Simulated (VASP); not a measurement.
Runs of VASP 6.6.1 on Pd. The structure is that of space group Fd-3m (No. 227), or close to it. The cells are those of the table. 

```csv
task,spin,cell,k mesh,cutoff (eV),smearing,gap on the mesh (eV),pressure (GPa),moment (μB)
single point,off,"a = 4.196 Å, angles 60.0°, 2 atoms",10 × 10 × 10,520,fermi-dirac 0.1 eV,none,0.0,-
relaxation of cell and atoms,off,"relaxed from a = 3.830 Å, angles 60.0°, 2 atoms",10 × 10 × 10,600,fermi-dirac 0.1 eV,none,0.0,-
single point,"collinear, ferromagnetic start","a = 4.248 Å, angles 60.0°, 2 atoms",10 × 10 × 10,520,fermi-dirac 0.05 eV,none,-1.9,(b)
single point,off,"a = 4.305 Å, angles 60.0°, 2 atoms",10 × 10 × 10,520,fermi-dirac 0.1 eV,none,-3.4,-
single point,off,"a = 4.357 Å, angles 60.0°, 2 atoms",10 × 10 × 10,520,fermi-dirac 0.1 eV,none,-4.5,-
single point,off,"a = 4.081 Å, angles 60.0°, 2 atoms",10 × 10 × 10,520,fermi-dirac 0.1 eV,none,5.8,-
single point,"collinear, ferromagnetic start","a = 4.018 Å, angles 60.0°, 2 atoms",10 × 10 × 10,520,fermi-dirac 0.05 eV,none,10.1,(a)
single point,off,"a = 4.139 Å, angles 60.0°, 2 atoms",10 × 10 × 10,520,fermi-dirac 0.1 eV,none,2.6,-
single point,"collinear, ferromagnetic start","a = 4.136 Å, angles 60.0°, 2 atoms",10 × 10 × 10,520,fermi-dirac 0.05 eV,none,2.6,0.88
single point,"collinear, ferromagnetic start","a = 4.078 Å, angles 60.0°, 2 atoms",10 × 10 × 10,520,fermi-dirac 0.05 eV,none,5.9,0.88
single point,"collinear, ferromagnetic start","a = 4.302 Å, angles 60.0°, 2 atoms",10 × 10 × 10,520,fermi-dirac 0.05 eV,none,-3.4,0.86
single point,off,"a = 4.196 Å, angles 60.0°, 2 atoms",15 × 15 × 15,520,fermi-dirac 0.1 eV,none,(c),-
```

Alike in all rows: level BLYP; potentials or basis VASP PAW PBE potentials, release 64 (Pd).

Task: Fill in the values left out.

Result: (a) 0.90; (b) 0.87; (c) 0.1.

Caveats: the PAW data sets were made with another functional, which shifts forces and pressure a little.

A k mesh can miss the band edges, and the runs leave out spin-orbit coupling on Pd.

A gap of «none» marks levels without a gap at the run's occupations.
